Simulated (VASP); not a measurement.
# CsBr (Pm-3m) in VASP: further runs

The runs below take CsBr through single point, with r2SCAN+D3(BJ).

Program: VASP 6.6.1. These are calculated values, not measurements. Logs are shortened: lines on timing, memory, paths and dates and some standing lists are left out, and cuts for length are marked.

## (1) The cell of the first run

It takes space group Pm-3m (No. 221, cubic). The conventional cell has a = 4.286 Å, b = 4.286 Å, c = 4.286 Å, α = 90.00°, β = 90.00°, γ = 90.00°. Within 4.9 Å of Cs (site symmetry m-3m) lie 8 Br at 3.71 Å and 6 Cs at 4.29 Å. Br (site symmetry m-3m) has 8 Cs at 3.71 Å and 6 Br at 4.29 Å within 4.9 Å.

## (2) Single point, r2SCAN+D3(BJ)

POSCAR reads:

```
CsBr
1.0
    4.2860000000      0.0000000000      0.0000000000
    0.0000000000      4.2860000000      0.0000000000
    0.0000000000      0.0000000000      4.2860000000
Cs Br
1 1
Direct
    0.0000000000      0.0000000000      0.0000000000
    0.5000000000      0.5000000000      0.5000000000
```

INCAR.step1 reads:

```
SYSTEM = CsBr
ALGO = Normal
EDIFF = 1E-5
ENCUT = 550
GGA = PE
GGA_COMPAT = .FALSE.
ISMEAR = 0
LASPH = .TRUE.
LCHARG = .FALSE.
LREAL = .FALSE.
LWAVE = .TRUE.
NBANDS = 15
NELM = 120
PREC = Accurate
SIGMA = 0.01
```

INCAR.step2 reads:

```
SYSTEM = CsBr
ALGO = Normal
EDIFF = 1E-6
ENCUT = 550
GGA_COMPAT = .FALSE.
ISIF = 2
ISMEAR = 0
ISTART = 1
IVDW = 12
LASPH = .TRUE.
LCHARG = .FALSE.
LMIXTAU = .TRUE.
LREAL = .FALSE.
LWAVE = .FALSE.
METAGGA = R2SCAN
NBANDS = 15
NELM = 120
PREC = Accurate
SIGMA = 0.01
VDW_A1 = 0.49484001
VDW_A2 = 5.73083694
VDW_S6 = 1.0
VDW_S8 = 0.78981345
```

KPOINTS reads:

```
k-points
0
G
  2 2 2
  0 0 0
```

Potentials or basis: VASP PAW PBE potentials, release 64 (Cs_sv, Br).

Started as:

```bash
cat potpaw_PBE.64/Cs_sv/POTCAR potpaw_PBE.64/Br/POTCAR > POTCAR
cp INCAR.step1 INCAR
mpirun -np 1 vasp_std > vasp.out
cp INCAR.step2 INCAR
mpirun -np 1 vasp_std > vasp.out
```

OUTCAR:

```text
SYSTEM = CsBr
   EDIFF = 1E-6
   ENCUT = 550
   ISIF = 2
   ISMEAR = 0
   ISTART = 1
   IVDW = 12
   LASPH = .TRUE.
   LREAL = .FALSE.
   METAGGA = R2SCAN
   NELM = 120
   PREC = Accurate
 IVDW          = 12

 ion  position               nearest neighbor table
   1  0.000  0.000  0.000-
   2  0.500  0.500  0.500-

  LATTYP: Found a simple cubic cell.
 ALAT       =     4.2860000000

  Lattice vectors:

 A1 = (   4.2860000000,   0.0000000000,   0.0000000000)
 A2 = (   0.0000000000,   4.2860000000,   0.0000000000)
 A3 = (   0.0000000000,   0.0000000000,   4.2860000000)

Analysis of symmetry for initial positions (statically):
=====================================================================
 Subroutine PRICEL returns:
 Original cell was already a primitive cell.

 Routine SETGRP: Setting up the symmetry group for a
 simple cubic supercell.

 Subroutine GETGRP returns: Found 48 space group operations
 (whereof 48 operations were pure point group operations)
 out of a pool of 48 trial point group operations.

The static configuration has the point symmetry O_h .

Analysis of symmetry for dynamics (positions and initial velocities):
=====================================================================
 Subroutine PRICEL returns:
 Original cell was already a primitive cell.

 Routine SETGRP: Setting up the symmetry group for a
 simple cubic supercell.

 Subroutine GETGRP returns: Found 48 space group operations
 (whereof 48 operations were pure point group operations)
 out of a pool of 48 trial point group operations.

The dynamic configuration has the point symmetry O_h .

 Subroutine INISYM returns: Found 48 space group operations
 (whereof 48 operations are pure point group operations),
 and found     1 'primitive' translations

----------------------------------------------------------------------------------------

                                     Primitive cell

  volume of cell :      78.7329

  direct lattice vectors                    reciprocal lattice vectors
     4.286000000  0.000000000  0.000000000     0.233317779  0.000000000  0.000000000
     0.000000000  4.286000000  0.000000000     0.000000000  0.233317779  0.000000000
     0.000000000  0.000000000  4.286000000     0.000000000  0.000000000  0.233317779

  length of vectors
     4.286000000  4.286000000  4.286000000     0.233317779  0.233317779  0.233317779

  position of ions in fractional coordinates (direct lattice)
     0.000000000  0.000000000  0.000000000
     0.500000000  0.500000000  0.500000000

  ion indices of the primitive-cell ions
   primitive index   ion index
                 1           1
                 2           2

----------------------------------------------------------------------------------------

[... 64 lines left out ...]
   EFERMI_NEDOS =   21; number of points for ismear=-14 and -15
   IALGO  =     38    algorithm
   IMIX   =      4    mixing-type and parameters
     AMIX     =   0.40;   BMIX     =  1.00
     AMIX_MAG =   1.60;   BMIX_MAG =  1.00
  volume/ion in A,a.u.               =      39.37       265.66
  Fermi-wavevector in a.u.,A,eV,Ry     =   0.962489  1.818841 12.604247  0.926386
  Thomas-Fermi vector in A             =   2.091953
   LORBIT       =      0    0 simple, 1 ext, 2 COOP (PROOUT), +10 PAW based schemes
   METAGGA = R2SCAN    functional components
   LHFCALC =     F    Hartree Fock is set to
   AEXX    =    0.0000 exact exchange contribution
   IVDW    =    12    specifies the selected vdW correction
   LEPSILON=     F    determine dielectric tensor
   LRPA    =     F    only Hartree local field effects (RPA)
 non-spin polarized calculation
 Gauss-broadening in eV      SIGMA  =   0.01
  energy-cutoff  :      550.00
  volume of cell :       78.73
 maximum number of plane-waves:      2325
 NGX is ok and might be reduce to    36
   NGX = 17   NGY = 17   NGZ = 17

 number of electron      15.9999998 magnetization

 Free energy of the ion-electron system (eV)
  ---------------------------------------------------
  ext. energy  EPLUGINS =         0.00000000
  ---------------------------------------------------
  free energy    TOTEN  =       -42.17319195 eV

  energy without entropy =      -42.17319195  energy(sigma->0) =      -42.17319195

 E-fermi :  -0.5059     XC(G=0):  -8.4420

 val. band max:       -0.5785653062   @ k =   0.0000   0.0000   0.0000
 cond. band min:       4.6534997137   @ k =   0.0000   0.0000   0.0000
 fundamental gap:      5.2320650199
 Fermi energy:        -0.5059015596

 k-point     1 :       0.0000    0.0000    0.0000
  band No.  band energies     occupation
      1     -20.9776      2.00000
      2     -13.3571      2.00000
      3      -7.1942      2.00000
      4      -7.1942      2.00000
      5      -7.1942      2.00000
      6      -0.5786      2.00000
      7      -0.5786      2.00000
      8      -0.5786      2.00000
      9       4.6535      0.00000
     10       4.7498      0.00000
     11       4.7498      0.00000
     12       9.1637      0.00000
     13       9.1637      0.00000
     14       9.1637      0.00000
[... 41 lines left out ...]
      2     -13.1683      2.00000
      3      -7.6021      2.00000
      4      -7.6021      2.00000
      5      -7.6021      2.00000
      6      -1.7690      2.00000
      7      -1.7690      2.00000
      8      -1.7690      2.00000
      9       8.3689      0.00000
     10       8.3689      0.00000
     11       8.3689      0.00000
     12       9.2604      0.00000
     13       9.2604      0.00000
     14       9.2604      0.00000
     15      11.3151      0.00000

------------------------ aborting loop because EDIFF is reached ----------------------------------------

 Edisp (eV)   -0.20863

 E8    (eV) :    -0.0858

  FORCE on cell =-STRESS in cart. coord.  units (eV):
  Direction    XX          YY          ZZ          XY          YZ          ZX
  --------------------------------------------------------------------------------------
  -------------------------------------------------------------------------------------
  Total       0.42180     0.42180     0.42180    -0.00000     0.00000    -0.00000
  in kB       8.58341     8.58341     8.58341    -0.00000     0.00000    -0.00000
  external pressure =        8.58 kB  Pullay stress =        0.00 kB

 VOLUME and BASIS-vectors are now :
 -----------------------------------------------------------------------------
  energy-cutoff  :      550.00
  volume of cell :       78.73
      direct lattice vectors                 reciprocal lattice vectors
     4.286000000  0.000000000  0.000000000     0.233317779  0.000000000  0.000000000
     0.000000000  4.286000000  0.000000000     0.000000000  0.233317779  0.000000000
     0.000000000  0.000000000  4.286000000     0.000000000  0.000000000  0.233317779

 POSITION                                       TOTAL-FORCE (eV/Angst)
 -----------------------------------------------------------------------------------
      0.00000      0.00000      0.00000         0.000000      0.000000      0.000000
      2.14300      2.14300      2.14300         0.000000      0.000000      0.000000
 -----------------------------------------------------------------------------------
    total drift:                                0.000000      0.000000      0.000000

  FREE ENERGIE OF THE ION-ELECTRON SYSTEM (eV)
  ---------------------------------------------------
  free  energy   TOTEN  =       -42.3818190491 eV

  energy  without entropy=      -42.3818190491  energy(sigma->0) =      -42.38181905
```

OUTCAR.step1:

```text
SYSTEM = CsBr
   EDIFF = 1E-5
   ENCUT = 550
   GGA = PE
   ISMEAR = 0
   LASPH = .TRUE.
   LREAL = .FALSE.
[... 270 lines left out ...]
      0.00000      0.00000      0.00000         0.000000      0.000000      0.000000
      2.14300      2.14300      2.14300         0.000000      0.000000      0.000000
 -----------------------------------------------------------------------------------
    total drift:                                0.000000      0.000000      0.000000

  FREE ENERGIE OF THE ION-ELECTRON SYSTEM (eV)
  ---------------------------------------------------
  free  energy   TOTEN  =        -5.8434456746 eV

  energy  without entropy=       -5.8434456746  energy(sigma->0) =       -5.84344567
```

OSZICAR.step1:

```text
N       E                     dE             d eps       ncg     rms          rms(c)
DAV:   1     0.899502445263E+02    0.89950E+02   -0.66819E+03   120   0.940E+02
DAV:   2     0.963616053896E+00   -0.88987E+02   -0.79485E+02   148   0.156E+02
DAV:   3    -0.608165630543E+01   -0.70453E+01   -0.70080E+01   162   0.496E+01
DAV:   4    -0.613988500202E+01   -0.58229E-01   -0.58221E-01   141   0.516E+00
DAV:   5    -0.614022266638E+01   -0.33766E-03   -0.33761E-03   169   0.406E-01    0.188E+00
DAV:   6    -0.588272402261E+01    0.25750E+00   -0.21495E-01   134   0.254E+00    0.108E+00
DAV:   7    -0.583967424480E+01    0.43050E-01   -0.14732E-01   148   0.200E+00    0.683E-01
DAV:   8    -0.584398976291E+01   -0.43155E-02   -0.18686E-02   134   0.783E-01    0.180E-01
DAV:   9    -0.584333768363E+01    0.65208E-03   -0.12262E-03   141   0.185E-01    0.938E-02
DAV:  10    -0.584345444493E+01   -0.11676E-03   -0.57368E-04   134   0.130E-01    0.337E-02
DAV:  11    -0.584344567463E+01    0.87703E-05   -0.38043E-05   134   0.310E-02
   1 F= -.58434457E+01 E0= -.58434457E+01  d E =-.171051E-37
```

Wall time 21 s (1 thread of AMD EPYC 9R45 (Zen 5), shared host); peak memory 0.19 GiB.

Results:

* Free energy: -42.3818 eV
* Pressure: 0.9 GPa
* Band gap on the k mesh: 5.23 eV
* Dispersion energy per atom: -0.104 eV

Caveat: the k points lie up to 0.73 Å⁻¹ apart; three body term missing; the PAW data sets were made with another functional, which shifts forces and pressure a little; spin-orbit coupling is left out, which moves the levels of the heavy elements.

(Part 1 of 2 ends here.)
